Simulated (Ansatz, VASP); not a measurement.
## Two plane-wave programs on Ti4Al

File INCAR:

```
PREC = Accurate
ENCUT = 520
EDIFF = 1E-6
ISMEAR = 0
SIGMA = 0.1
LREAL = F
LASPH = T
NELM = 60
ALGO = Fast
ISIF = 2
LWAVE = F
LCHARG = F
GGA = PE
NBANDS = 34
```

KPOINTS

```
regular mesh
0
Gamma
  10 10 10
```

The input POSCAR:

```
Ti4Al
1.0
   -2.9444936525      2.9444936525      2.9444936525
    2.9444936525     -2.9444936525      2.9444936525
    2.9444936525      2.9444936525     -2.9444936525
Ti Al
4 1
Direct
    0.0000000000      0.0000000000      0.5000000000
    0.0000000000      0.5000000000      0.0000000000
    0.5000000000      0.0000000000      0.0000000000
    0.5000000000      0.5000000000      0.5000000000
    0.0000000000      0.0000000000      0.0000000000
```

Input for Ansatz:

```yaml
crystal:
  lattice:
    - [-2.9444936525, 2.9444936525, 2.9444936525]
    - [2.9444936525, -2.9444936525, 2.9444936525]
    - [2.9444936525, 2.9444936525, -2.9444936525]
  atoms:
    - { symbol: Ti, position: [0.0, 0.0, 0.5] }
    - { symbol: Ti, position: [0.0, 0.5, 0.0] }
    - { symbol: Ti, position: [0.5, 0.0, 0.0] }
    - { symbol: Ti, position: [0.5, 0.5, 0.5] }
    - { symbol: Al, position: [0.0, 0.0, 0.0] }
basis:
  ecutwfc: 420
kpoints:
  mp_grid: { grid: [10, 10, 10] }
  band_path:
    path:
      - [[0.0, 0.0, 0.0], [0.5, -0.5, 0.5], [0.0, 0.0, 0.5], [0.0, 0.0, 0.0], [0.25, 0.25, 0.25], [0.5, -0.5, 0.5]]
      - [[0.25, 0.25, 0.25], [0.0, 0.0, 0.5]]
    npoints: 14
hamiltonian:
  xc: pbe
scf:
  occupations: { method: gaussian, width: 0.1 }
  n_extra_bands: 12
output:
  forces: true
  stress: true
  eigenvalues: true
  populations: true
  dos: { projected: true, de: 0.02, nscf_kmesh: { grid: [12, 12, 12] } }
  bader: true
  write_density: true
  write_potential: true
  elf: true
  volumetric_format: npy
```

Alike in both runs: task single point; functional PBE; k mesh 10 × 10 × 10; occupations gaussian, width 0.1 eV; no spin polarisation.

|  | VASP | Ansatz |
| --- | --- | --- |
| version | VASP 6.6.1 | Ansatz 0.2.0 |
| potentials or method | VASP PAW PBE potentials, release 64 (Ti_sv, Al), cutoff 520 eV | scalar-relativistic, plane waves, PAW |
| valence electrons in the cell | 51 | 51 |

```tsv
	VASP	Ansatz	Ansatz less VASP
gap on the k mesh at the Fermi level (eV)	none	none	-
pressure (GPa)	0.1	0.0	-0.09
```

A gap of «none» marks a metal or a gap that the smearing closes. With one functional, cell and mesh, what is left measures potentials, basis and numerics.
